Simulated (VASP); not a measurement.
# ZnS (P6_3mc) in VASP: further runs, part 2 of 2

VASP 6.6.1.

## (3) Single point, r2SCAN

This run uses another cell than the first one, of 19.12 Å³/atom, 1.022 times its volume.

POSCAR

```
ZnS
1.0
    3.7748892066      0.0000000000      0.0000000000
   -1.8874446033      3.2691499493      0.0000000000
    0.0000000000      0.0000000000      6.1976821961
Zn S
2 2
Direct
    0.3333333333      0.6666666667      0.0055016472
    0.6666666667      0.3333333333      0.5055016472
    0.3333333333      0.6666666667      0.3794983528
    0.6666666667      0.3333333333      0.8794983528
```

INCAR.step1

```
PREC = Accurate ; ENCUT = 520
ISMEAR = 0 ; SIGMA = 0.01
LREAL = F ; LASPH = T
NELM = 100 ; NBANDS = 26
GGA = PE ; ALGO = Normal
EDIFF = 1E-4 ; LWAVE = T
LCHARG = F
```

INCAR.step2

```
PREC = Accurate ; ENCUT = 520
EDIFF = 1E-6 ; ISMEAR = 0
SIGMA = 0.01 ; LREAL = F
LASPH = T ; NELM = 100
ALGO = Normal ; ISIF = 2
LWAVE = F ; LCHARG = T
METAGGA = R2SCAN ; LMIXTAU = T
LELF = T ; LVHAR = T
NBANDS = 26 ; ISTART = 1
```

KPOINTS

```
Automatic mesh
0
Gamma
  6 6 4
```

Potentials or basis: VASP PAW PBE potentials, release 64 (Zn, S).

Command:

```sh
cat potpaw_PBE.64/Zn/POTCAR potpaw_PBE.64/S/POTCAR > POTCAR
cp INCAR.step1 INCAR
mpirun -np 1 vasp_std > vasp.out
cp INCAR.step2 INCAR
mpirun -np 1 vasp_std > vasp.out
```

OUTCAR:

```text
PREC = Accurate
   ENCUT = 520
   EDIFF = 1E-6
   ISMEAR = 0
   LREAL = F
   LASPH = T
   NELM = 100
   ISIF = 2
   METAGGA = R2SCAN
   ISTART = 1

 ion  position               nearest neighbor table
   1  0.333  0.667  0.006-   4 2.32   4 2.32   4 2.32   3 2.32
   2  0.667  0.333  0.506-   3 2.32   3 2.32   3 2.32   4 2.32
   3  0.333  0.667  0.379-   2 2.32   2 2.32   2 2.32   1 2.32
   4  0.667  0.333  0.879-   1 2.32   1 2.32   1 2.32   2 2.32

  LATTYP: Found a hexagonal cell.
 ALAT       =     3.7748892066
 C/A-ratio  =     1.6418183043

  Lattice vectors:

 A1 = (   3.7748892066,   0.0000000000,   0.0000000000)
 A2 = (  -1.8874446033,   3.2691499493,   0.0000000000)
 A3 = (   0.0000000000,   0.0000000000,   6.1976821961)

Analysis of symmetry for initial positions (statically):
=====================================================================
 Subroutine PRICEL returns:
 Original cell was already a primitive cell.

 Routine SETGRP: Setting up the symmetry group for a
 hexagonal supercell.

 Subroutine GETGRP returns: Found 12 space group operations
 (whereof  6 operations were pure point group operations)
 out of a pool of 24 trial point group operations.

The static configuration has the point symmetry C_3v.
 The point group associated with its full space group is C_6v.

Analysis of symmetry for dynamics (positions and initial velocities):
=====================================================================
 Subroutine PRICEL returns:
 Original cell was already a primitive cell.

 Routine SETGRP: Setting up the symmetry group for a
 hexagonal supercell.

 Subroutine GETGRP returns: Found 12 space group operations
 (whereof  6 operations were pure point group operations)
[... 117 lines left out ...]
   EFERMI =   0.00;   METHOD = LEGACY
   ISMEAR =     0;   SIGMA  =   0.01  broadening in eV -4-tet -1-fermi 0-gaus
   EFERMI_NEDOS =   21; number of points for ismear=-14 and -15
   IALGO  =     38    algorithm
   IMIX   =      4    mixing-type and parameters
     AMIX     =   0.40;   BMIX     =  1.00
     AMIX_MAG =   1.60;   BMIX_MAG =  1.00
  volume/ion in A,a.u.               =      19.12       129.03
  Fermi-wavevector in a.u.,A,eV,Ry     =   1.273463  2.406495 22.064665  1.621707
  Thomas-Fermi vector in A             =   2.406285
   LORBIT       =      0    0 simple, 1 ext, 2 COOP (PROOUT), +10 PAW based schemes
   METAGGA = R2SCAN    functional components
   LHFCALC =     F    Hartree Fock is set to
   AEXX    =    0.0000 exact exchange contribution
   IVDW    =     0    specifies the selected vdW correction
   LEPSILON=     F    determine dielectric tensor
   LRPA    =     F    only Hartree local field effects (RPA)
 non-spin polarized calculation
 Gauss-broadening in eV      SIGMA  =   0.01
  energy-cutoff  :      520.00
  volume of cell :       76.48
 maximum number of plane-waves:      2071
 NGX is ok and might be reduce to    28
   NGX = 13   NGY = 13   NGZ = 23

 number of electron      36.0000005 magnetization

 Free energy of the ion-electron system (eV)
  ---------------------------------------------------
  ext. energy  EPLUGINS =         0.00000000
  ---------------------------------------------------
  free energy    TOTEN  =       -37.70958092 eV

  energy without entropy =      -37.70958092  energy(sigma->0) =      -37.70958092

 E-fermi :   2.2468     XC(G=0): -10.4360

 val. band max:        2.1526198836   @ k =   0.0000   0.0000   0.0000
 cond. band min:       5.0547703711   @ k =   0.0000   0.0000   0.0000
 fundamental gap:      2.9021504875
 Fermi energy:         2.2468477542

 k-point     1 :       0.0000    0.0000    0.0000
  band No.  band energies     occupation
      1     -11.7815      2.00000
      2     -10.7753      2.00000
      3      -4.4876      2.00000
      4      -4.4701      2.00000
      5      -4.4701      2.00000
      6      -4.3743      2.00000
[... 598 lines left out ...]
     25      12.4117      0.00000
     26      12.4117      0.00000

------------------------ aborting loop because EDIFF is reached ----------------------------------------

  FORCE on cell =-STRESS in cart. coord.  units (eV):
  Direction    XX          YY          ZZ          XY          YZ          ZX
  --------------------------------------------------------------------------------------
  -------------------------------------------------------------------------------------
  Total        0.9964514      0.9964514      0.9640543      0.0000000     -0.0000000      0.0000000
  in kB       20.8736481     20.8736481     20.1949931      0.0000000     -0.0000000      0.0000000
  external PRESSURE =      20.6474298 kB  Pullay stress =       0.0000000 kB

 VOLUME and BASIS-vectors are now :
 -----------------------------------------------------------------------------
  energy-cutoff  :      520.00
  volume of cell :       76.48
      direct lattice vectors                 reciprocal lattice vectors
     3.774889207  0.000000000  0.000000000     0.264908437  0.152944957  0.000000000
    -1.887444603  3.269149949  0.000000000     0.000000000  0.305889915  0.000000000
     0.000000000  0.000000000  6.197682196     0.000000000  0.000000000  0.161350642

 POSITION                                       TOTAL-FORCE (eV/Angst)
 -----------------------------------------------------------------------------------
     -0.00000      2.17943      0.03410         0.000000      0.000000     -0.003344
      1.88744      1.08972      3.13294        -0.000000      0.000000     -0.003344
     -0.00000      2.17943      2.35201         0.000000      0.000000      0.003344
      1.88744      1.08972      5.45085         0.000000      0.000000      0.003344
 -----------------------------------------------------------------------------------
    total drift:                               -0.000000     -0.000000     -0.020248

  FREE ENERGIE OF THE ION-ELECTRON SYSTEM (eV)
  ---------------------------------------------------
  free  energy   TOTEN  =       -37.7095809226 eV

  energy  without entropy=      -37.7095809226  energy(sigma->0) =      -37.70958092
```

Wall time 2 min (1 thread of Intel Xeon Platinum 8488C (Sapphire Rapids), shared host); peak memory 0.21 GiB.

Results:

```yaml
Free_energy: -37.7096 eV
Pressure: 2.1 GPa
Largest_force: 0.003 eV/Å
Band_gap_on_the_k_mesh: 2.90 eV, direct
```

Forces in eV/Å, atoms in the order of the input:
```
Zn   0.000  0.000 -0.003
Zn   0.000  0.000 -0.003
S    0.000  0.000  0.003
S    0.000  0.000  0.003
```

Levels at points of the mesh, in eV from the valence-band top:
| k point | band 14 | band 15 | band 16 | band 17 | band 18 | band 19 | band 20 | band 21 | band 22 | band 23 |
| --- | --- | --- | --- | --- | --- | --- | --- | --- | --- | --- |
| (0.00, 0.00, 0.00) | -0.96 | -0.96 | -0.09 | 0.00 | 0.00 | 2.90 | 3.67 | 6.78 | 6.78 | 7.05 |
| (0.50, 0.00, 0.00) | -4.28 | -3.48 | -2.40 | -1.80 | -0.95 | 4.02 | 4.84 | 5.42 | 7.35 | 8.10 |
| (0.00, 0.00, 0.50) | -2.96 | -0.50 | -0.50 | -0.50 | -0.50 | 4.19 | 4.19 | 7.25 | 7.25 | 7.25 |
| (0.50, 0.00, 0.50) | -5.08 | -1.75 | -1.75 | -1.73 | -1.73 | 3.96 | 3.96 | 5.64 | 5.64 | 9.41 |

Caveat: the PAW data sets were made with another functional, which shifts forces and pressure a little.
